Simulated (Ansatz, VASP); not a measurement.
## One calculation of Ru3C2, two programs

```xyz
5
Lattice="3.2290 0.0000 0.0000 -1.6145 2.7964 0.0000 0.0000 0.0000 6.2064" Properties=species:S:1:pos:R:3 pbc="T T T"
Ru    0.0000    0.0000    0.0000
Ru    0.0000    1.8642    4.1815
Ru    1.6145    0.9321    2.0249
C     0.0000    1.8642    1.3638
C     1.6145    0.9321    4.8426
```

Alike in both runs: functional PBE; k mesh 6 × 6 × 4; occupations gaussian, width 0.1 eV; no spin polarisation.

Ansatz relaxed the structure, and its values are those at the end. VASP's run is a single point on that final structure, the one shown.

```csv
,VASP,Ansatz
version,VASP 6.6.1,Ansatz 0.2.0
potentials or method,"VASP PAW PBE potentials, release 64 (Ru_pv, C), cutoff 520 eV","scalar-relativistic, plane waves, PAW"
valence electrons in the cell,50,56
```

```csv
,VASP,Ansatz,Ansatz less VASP
gap on the k mesh at the Fermi level (eV),none,none,-
pressure (GPa),0.3,0.0,-0.27
rms of the force components (eV/Å),0.010,0.000,-0.0097
```

A gap of «none» marks a metal or a gap that the smearing closes. With one functional, cell and mesh, what is left measures potentials, basis and numerics. VASP's potentials hold 50 valence electrons a cell and Ansatz's 56, so a difference there can come from the potentials and not from the codes.

The k mesh is coarse, so the values compare programs but aren't converged.
